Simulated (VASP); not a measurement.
# As (R-3m) in VASP: further runs

As is run at these levels: PBEsol; tasks: single point, relaxation of shape and atoms at fixed volume.

Program: VASP 6.6.1. These are calculated values, not measurements. Logs are shortened: lines on timing, memory, paths and dates and some standing lists are left out, and cuts for length are marked.

### 1 The cell of the first run

Symmetry: R-3m, No. 166, trigonal system. The conventional cell has a = 3.811 Å, b = 3.811 Å, c = 10.539 Å, α = 90.00°, β = 90.00°, γ = 120.00°. Within 3.4 Å of As (site symmetry 3m) lie 6 As at 2.54 to 3.14 Å.

### 2 Single point, PBEsol (22.09 Å³/atom)

Input file INCAR:

```
PREC = Accurate
ENCUT = 520
EDIFF = 1E-6
ISMEAR = 0
SIGMA = 0.1
LREAL = F
LASPH = T
NELM = 60
ALGO = Normal
ISIF = 2
LWAVE = F
LCHARG = T
GGA = PS
LELF = T
LVHAR = T
NBANDS = 12
```

Input file KPOINTS:

```
regular mesh
0
Gamma
  12 12 12
```

Input file POSCAR:

```
As
1.0
    1.9053405544      1.1000488820      3.5130881984
   -1.9053405544      1.1000488820      3.5130881984
    0.0000000000     -2.2000977639      3.5130881984
As
2
Direct
    0.7726430245      0.7726430245      0.7726430245
    0.2273569755      0.2273569755      0.2273569755
```

Potentials or basis: VASP PAW PBE potentials, release 64 (As).

Launch:

```console
$ cat potpaw_PBE.64/As/POTCAR > POTCAR
$ mpirun -np 1 vasp_std > vasp.out
```

OUTCAR:

```text
PREC = Accurate
   ENCUT = 520
   EDIFF = 1E-6
   ISMEAR = 0
   LREAL = F
   LASPH = T
   NELM = 60
   ISIF = 2
   GGA = PS

 ion  position               nearest neighbor table
   1  0.773  0.773  0.773-   2 2.54   2 2.54   2 2.54
   2  0.227  0.227  0.227-   1 2.54   1 2.54   1 2.54

  LATTYP: Found a trigonal (rhomboedric) cell.
 ALAT       =     4.1451440097
 COS(alpha) =     0.5774326171

  Lattice vectors:

 A1 = (   1.9053405544,   1.1000488820,   3.5130881984)
 A2 = (  -1.9053405544,   1.1000488820,   3.5130881984)
 A3 = (   0.0000000000,  -2.2000977639,   3.5130881984)

Analysis of symmetry for initial positions (statically):
=====================================================================
 Subroutine PRICEL returns:
 Original cell was already a primitive cell.

 Routine SETGRP: Setting up the symmetry group for a
 trigonal (rhombohedral) supercell.

 Subroutine GETGRP returns: Found 12 space group operations
 (whereof 12 operations were pure point group operations)
 out of a pool of 12 trial point group operations.

The static configuration has the point symmetry D_3d.

Analysis of symmetry for dynamics (positions and initial velocities):
=====================================================================
 Subroutine PRICEL returns:
 Original cell was already a primitive cell.

 Routine SETGRP: Setting up the symmetry group for a
 trigonal (rhombohedral) supercell.

 Subroutine GETGRP returns: Found 12 space group operations
 (whereof 12 operations were pure point group operations)
 out of a pool of 12 trial point group operations.

The dynamic configuration has the point symmetry D_3d.

 Subroutine INISYM returns: Found 12 space group operations
 (whereof 12 operations are pure point group operations),
 and found     1 'primitive' translations

----------------------------------------------------------------------------------------

                                     Primitive cell

  volume of cell :      44.1799

  direct lattice vectors                    reciprocal lattice vectors
     1.905340554  1.100048882  3.513088198     0.262420279  0.151508419  0.094883281
    -1.905340554  1.100048882  3.513088198    -0.262420279  0.151508419  0.094883281
     0.000000000 -2.200097764  3.513088198     0.000000000 -0.303016838  0.094883281

  length of vectors
     4.145144010  4.145144010  4.145144010     0.317524866  0.317524866  0.317524866

  position of ions in fractional coordinates (direct lattice)
     0.772643024  0.772643024  0.772643024
     0.227356976  0.227356976  0.227356976

  ion indices of the primitive-cell ions
   primitive index   ion index
                 1           1
                 2           2

----------------------------------------------------------------------------------------

 KPOINTS: regular mesh

Automatic generation of k-mesh.
 Grid dimensions read from file:
 generate k-points for:   12   12   12

 Generating k-lattice:

  Cartesian coordinates                     Fractional coordinates (reciprocal lattice)
     0.021868357  0.012625702  0.007906940     0.083333333  0.000000000  0.000000000
    -0.021868357  0.012625702  0.007906940     0.000000000  0.083333333  0.000000000
     0.000000000 -0.025251403  0.007906940    -0.000000000 -0.000000000  0.083333333

  Length of vectors
     0.026460406  0.026460406  0.026460406

  Shift w.r.t. Gamma in fractional coordinates (k-lattice)
     0.000000000  0.000000000  0.000000000

 Subroutine IBZKPT returns following result:
 ===========================================

 Found    189 irreducible k-points:

 Following reciprocal coordinates:
            Coordinates               Weight
  0.000000  0.000000  0.000000      1.000000
  0.083333  0.000000  0.000000      6.000000
  0.166667  0.000000  0.000000      6.000000
  0.250000 -0.000000  0.000000      6.000000
  0.333333 -0.000000 -0.000000      6.000000
  0.416667 -0.000000  0.000000      6.000000
[... 16 lines left out ...]
  0.500000  0.166667  0.000000     12.000000
 -0.416667  0.166667 -0.000000     12.000000
 [... further k-points ...]
   k-points           NKPTS =    189   k-points in BZ     NKDIM =    189   number of bands    NBANDS=     12
   number of dos      NEDOS =    301   number of ions     NIONS =      2
   total plane-waves  NPLWV =  32768
   dimension x,y,z NGX =    32 NGY =   32 NGZ =   32
   dimension x,y,z NGXF=    64 NGYF=   64 NGZF=   64
   ions per type =               2
   NGX,Y,Z   is equivalent  to a cutoff of  12.83, 12.83, 12.83 a.u.
   NGXF,Y,Z  is equivalent  to a cutoff of  25.67, 25.67, 25.67 a.u.
 SYSTEM =  unknown system
   PREC   = accura    normal or accurate (medium, high low for compatibility)
   ISTART =      0    job   : 0-new  1-cont  2-samecut
   ICHARG =      2    charge: 1-file 2-atom 10-const
   ISPIN  =      1    spin polarized calculation?
   LNONCOLLINEAR =      F non collinear calculations
   LSORBIT =      F    spin-orbit coupling
   LASPH  =      T    aspherical Exc in radial PAW
   ENCUT  =  520.0 eV  38.22 Ry    6.18 a.u.   7.71  7.71  7.71*2*pi/ulx,y,z
   NELM   =     60;   NELMIN=  2; NELMDL= -5     # of ELM steps
   EDIFF  = 0.1E-05   stopping-criterion for ELM
   LREAL  =      F    real-space projection
   EDIFFG = 0.1E-04   stopping-criterion for IOM
   NSW    =      0    number of steps for IOM
   IBRION =     -1    ionic relax: 0-MD 1-quasi-New 2-CG
   NFREE  =      0    steps in history (QN), initial steepest desc. (CG)
   ISIF   =      2    stress and relaxation
   ISYM   =      2    0-nonsym 1-usesym 2-fastsym
   POTIM  = 0.5000    time-step for ionic-motion
   TEBEG  =    0.0;   TEEND  =   0.0 temperature during run
   PSTRESS=    0.0 pullay stress
   NELECT =      10.0000    total number of electrons
   NUPDOWN=      -1.0000    fix difference up-down
   EMIN   =  10.00;   EMAX   =-10.00  energy-range for DOS
   EFERMI =   0.00;   METHOD = LEGACY
   ISMEAR =     0;   SIGMA  =   0.10  broadening in eV -4-tet -1-fermi 0-gaus
   EFERMI_NEDOS =   21; number of points for ismear=-14 and -15
   IALGO  =     38    algorithm
   IMIX   =      4    mixing-type and parameters
     AMIX     =   0.40;   BMIX     =  1.00
     AMIX_MAG =   1.60;   BMIX_MAG =  1.00
  volume/ion in A,a.u.               =      22.09       149.07
  Fermi-wavevector in a.u.,A,eV,Ry     =   0.997700  1.885379 13.543304  0.995405
  Thomas-Fermi vector in A             =   2.129874
   LORBIT       =      0    0 simple, 1 ext, 2 COOP (PROOUT), +10 PAW based schemes
   GGA     = PS    functional components
   LHFCALC =     F    Hartree Fock is set to
   AEXX    =    0.0000 exact exchange contribution
   IVDW    =     0    specifies the selected vdW correction
   LEPSILON=     F    determine dielectric tensor
   LRPA    =     F    only Hartree local field effects (RPA)
 non-spin polarized calculation
 Gauss-broadening in eV      SIGMA  =   0.10
  energy-cutoff  :      520.00
  volume of cell :       44.18
 maximum number of plane-waves:      1212
   NGX = 15   NGY = 15   NGZ = 15

 number of electron      10.0000000 magnetization

 number of electron       9.9999999 magnetization

 Free energy of the ion-electron system (eV)
  ---------------------------------------------------
  ext. energy  EPLUGINS =         0.00000000
  ---------------------------------------------------
  free energy    TOTEN  =       -10.19870186 eV

  energy without entropy =      -10.19774624  energy(sigma->0) =      -10.19822405

 E-fermi :   4.9925     XC(G=0): -10.0063

 val. band max:        4.9881128038   @ k =   0.3333   0.1667   0.1667
 cond. band min:       5.0981046273   @ k =   0.4167  -0.0000   0.0000
 fundamental gap:      0.1099918236
 Fermi energy:         4.9925225565

 k-point     1 :       0.0000    0.0000    0.0000
  band No.  band energies     occupation
      1      -9.7431      2.00000
      2      -0.8659      2.00000
      3       2.6713      2.00000
      4       3.0819      2.00000
      5       3.0819      2.00000
      6       6.7516      0.00000
      7       7.9335      0.00000
      8       7.9335      0.00000
      9      11.7720      0.00000
     10      11.7720      0.00000
     11      12.1755      0.00000
     12      13.6890      0.00000

 k-point     2 :       0.0833    0.0000    0.0000
  band No.  band energies     occupation
      1      -9.6528      2.00000
      2      -1.1793      2.00000
      3       2.7044      2.00000
      4       3.0191      2.00000
      5       3.0515      2.00000
      6       6.9058      0.00000
      7       7.7261      0.00000
      8       7.8487      0.00000
      9      11.1702      0.00000
     10      11.6734      0.00000
     11      11.7239      0.00000
     12      14.2615      0.00000

 k-point     3 :       0.1667    0.0000    0.0000
  band No.  band energies     occupation
      1      -9.3833      2.00000
      2      -1.9894      2.00000
      3       2.5774      2.00000
      4       2.8615      2.00000
      5       3.2483      2.00000
      6       6.8137      0.00000
      7       7.4009      0.00000
      8       7.5567      0.00000
      9      10.6751      0.00000
     10      11.4157      0.00000
     11      11.8830      0.00000
     12      15.5036      0.00000
[... 286 lines left out ...]
 k-point    23 :       0.5000    0.1667    0.0000
  band No.  band energies     occupation
      1      -7.2064      2.00000
      2      -5.4319      2.00000
      3       0.7348      2.00000
      4       1.7791      2.00000
      5       3.1003      2.00000
      6       6.6521      0.00000
      7       6.8420      0.00000
      8       8.2082      0.00000
      9      11.9455      0.00000
     10      14.4025      0.00000
     11      15.3911      0.00000
     12      16.5139      0.00000

 k-point    24 :      -0.4167    0.1667   -0.0000
  band No.  band energies     occupation
      1      -6.8669      2.00000
      2      -5.8406      2.00000
      3       0.5860      2.00000
      4       2.1462      2.00000
      5       3.1813      2.00000
      6       6.1595      0.00000
      7       6.4403      0.00000
      8       8.4644      0.00000
      9      12.8059      0.00000
     10      13.8778      0.00000
     11      14.6552      0.00000
     12      16.9074      0.00000

 [... further k-points ...]

------------------------ aborting loop because EDIFF is reached ----------------------------------------

  FORCE on cell =-STRESS in cart. coord.  units (eV):
  Direction    XX          YY          ZZ          XY          YZ          ZX
  --------------------------------------------------------------------------------------
  -------------------------------------------------------------------------------------
  Total       -0.5816385     -0.5816385     -0.5812302      0.0000000     -0.0000000     -0.0000000
  in kB      -21.0930235    -21.0930235    -21.0782158      0.0000000     -0.0000000     -0.0000000
  external PRESSURE =     -21.0880876 kB  Pullay stress =       0.0000000 kB

 VOLUME and BASIS-vectors are now :
 -----------------------------------------------------------------------------
  energy-cutoff  :      520.00
  volume of cell :       44.18
      direct lattice vectors                 reciprocal lattice vectors
     1.905340554  1.100048882  3.513088198     0.262420279  0.151508419  0.094883281
    -1.905340554  1.100048882  3.513088198    -0.262420279  0.151508419  0.094883281
     0.000000000 -2.200097764  3.513088198     0.000000000 -0.303016838  0.094883281

 POSITION                                       TOTAL-FORCE (eV/Angst)
 -----------------------------------------------------------------------------------
      0.00000      0.00000      8.14309         0.000000     -0.000000     -0.061401
      0.00000      0.00000      2.39618         0.000000      0.000000      0.061401
 -----------------------------------------------------------------------------------
    total drift:                                0.000000      0.000000     -0.000000

  FREE ENERGIE OF THE ION-ELECTRON SYSTEM (eV)
  ---------------------------------------------------
  free  energy   TOTEN  =       -10.1987018640 eV

  energy  without entropy=      -10.1977462413  energy(sigma->0) =      -10.19822405
```

Run time: 32 s. Hardware: 1 thread of AMD EPYC 9R45 (Zen 5), shared host; peak memory 0.2 GiB.

What came out:

- Free energy: -10.1987 eV
- Pressure: -2.1 GPa
- Largest force: 0.061 eV/Å
- Band gap on the k mesh: zero (bands 5 and 6 overlap by 0.31 eV)

Forces in eV/Å, atoms in the order of the input:
```
As   0.000  0.000 -0.061
As   0.000  0.000  0.061
```

Caveat: the PAW data sets were made with another functional, which shifts forces and pressure a little.

### 3 Relaxation of shape and atoms at fixed volume, PBEsol (19.59 Å³/atom)

This run uses another cell than the first one, of 19.59 Å³/atom.

Input file INCAR:

```
SYSTEM = As
  PREC = Accurate
  ENCUT = 600
  EDIFF = 1E-6
  ISMEAR = 0
  SIGMA = 0.1
  LREAL = .FALSE.
  LASPH = .TRUE.
  NELM = 80
  ALGO = Normal
  ISIF = 4
  LWAVE = .FALSE.
  LCHARG = .FALSE.
  GGA = PS
  IBRION = 2
  NSW = 50
  EDIFFG = -0.01
```

Input file KPOINTS:

```
Automatic mesh
0
G
  12 12 12
  0 0 0
```

Input file POSCAR:

```
As
1.0
    1.8628496090      1.0755167232      3.2591224227
   -1.8628496090      1.0755167232      3.2591224227
    0.0000000000     -2.1510334464      3.2591224226
As
2
Direct
    0.7684123109      0.7684123109      0.7684123109
    0.2315876891      0.2315876891      0.2315876891
```

Potentials or basis: VASP PAW PBE potentials, release 64 (As).

Launch:

```console
$ cat potpaw_PBE.64/As/POTCAR > POTCAR
$ mpirun -np 1 vasp_std > vasp.out
```

Wall time 71 s (1 thread of AMD EPYC 9R45 (Zen 5), shared host); peak memory 0.2 GiB.

It converged, with:

| Item | Value |
| --- | --- |
| Free energy | -10.1867 eV |
| Energy gained by relaxing | 2.8 meV/atom |
| Ionic steps | 5 |
| Pressure after relaxing | 4.2 GPa |
| Band gap on the k mesh | zero (bands 5 and 6 overlap by 0.45 eV) |

Step by step:
```tsv
step	energy change (eV)	largest force (eV/Å)	pressure (GPa)	volume (Å³)
1	0.0000	0.2536	5.30	39.18
2	-0.0044	0.0696	4.63	39.18
3	-0.0050	0.0231	4.29	39.18
4	-0.0054	0.0094	4.23	39.18
5	-0.0055	0.0010	4.19	39.18
```

Final structure:
```
As
1.0
     1.87227    1.08095    3.22642
    -1.87227    1.08095    3.22642
     0.00000   -2.16191    3.22642
As
2
Direct
  0.76649 0.76649 0.76649
  0.23351 0.23351 0.23351
```

Levels at points of the mesh, in eV from the Fermi level:
```csv
k point,band 1,band 2,band 3,band 4,band 5,band 6,band 7,band 8,band 9
"(0.00, 0.00, 0.00)",-15.61,-5.13,-2.38,-2.20,-2.20,2.55,3.42,3.42,6.15
"(0.50, 0.00, 0.00)",-12.52,-11.67,-2.45,-2.18,-0.35,-0.24,0.27,0.49,9.86
"(0.50, 0.50, 0.00)",-12.44,-9.45,-6.87,-4.67,-4.63,1.49,6.19,6.88,8.42
"(0.50, 0.50, 0.50)",-13.48,-10.89,-1.74,-1.74,-0.56,0.01,0.01,1.41,8.98
```

Caveat: the PAW data sets were made with another functional, which shifts forces and pressure a little.

The gap in the log of VASP goes by the Fermi energy; the results here count the filled bands.